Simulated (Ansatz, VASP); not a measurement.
## FePt: VASP beside Ansatz

File INCAR:

```
SYSTEM = FePt
PREC = Accurate ; ENCUT = 600
EDIFF = 1E-6 ; ISMEAR = 0
SIGMA = 0.1 ; LREAL = .False.
LASPH = .True. ; NELM = 200
ALGO = Normal ; ISIF = 2
LWAVE = .False. ; LCHARG = .False.
ISPIN = 2 ; MAGMOM = 3.17 0.41
LORBIT = 11 ; LMAXMIX = 4
GGA = PS ; NBANDS = 20
GGA_COMPAT = .False.
```

Contents of KPOINTS:

```
regular mesh
0
Gamma
  13 13 9
  0 0 0
```

POSCAR

```
FePt
1.0
    2.6867994532      0.0000000000      0.0000000000
    0.0000000000      2.6867994532      0.0000000000
    0.0000000000      0.0000000000      3.7172750953
Fe Pt
1 1
Direct
    0.5000000000      0.5000000000      0.5000000000
    0.0000000000      0.0000000000      0.0000000000
```

Input for Ansatz:

```yaml
crystal:
  lattice:
    - [2.6867994545, 0.0, 0.0]
    - [0.0, 2.6867994545, 0.0]
    - [0.0, 0.0, 3.7172750952]
  atoms:
    - { symbol: Fe, position: [0.5, 0.5, 0.5], spin: 3.17 }
    - { symbol: Pt, position: [0.0, 0.0, 0.0], spin: 0.41 }
basis:
  ecutwfc: 420
kpoints:
  mp_grid: { grid: [13, 13, 9] }
hamiltonian:
  xc: pbesol
scf:
  occupations: { method: gaussian, width: 0.1 }
output:
  forces: true
  stress: true
  eigenvalues: true
  populations: true
magnetization:
  spin_polarized: true
```

Alike in both runs: task single point; functional PBEsol; k mesh 13 × 13 × 9; occupations gaussian, width 0.1 eV; collinear spin.

|  | VASP | Ansatz |
| --- | --- | --- |
| version | VASP 6.6.1 | Ansatz 0.2.0 |
| potentials or method | VASP PAW PBE potentials, release 64 (Fe, Pt), cutoff 600 eV | scalar-relativistic, plane waves, PAW |
| valence electrons in the cell | 18 | 34 |

|  | VASP | Ansatz | Ansatz less VASP |
| --- | --- | --- | --- |
| gap on the k mesh at the Fermi level (eV) | none | none | - |
| pressure (GPa) | -0.4 | -0.2 | +0.25 |
| traceless stress, the component that is largest in VASP (GPa) | 0.31 | 0.27 | -0.043 |
| net moment per atom (μB) | 1.60 | 1.60 | +0.001 |
| size of the moment on the site where the two differ most (μB) | 0.32 | 0.38 | +0.057 |

VASP's potentials were made for PBE, not for PBEsol. Site moments also hang on the region over which each program counts them. A gap of «none» marks a metal or a gap that the smearing closes. VASP's potentials hold 18 valence electrons a cell and Ansatz's 34, so a difference there can come from the potentials and not from the codes.

Neither program's run includes spin-orbit coupling.
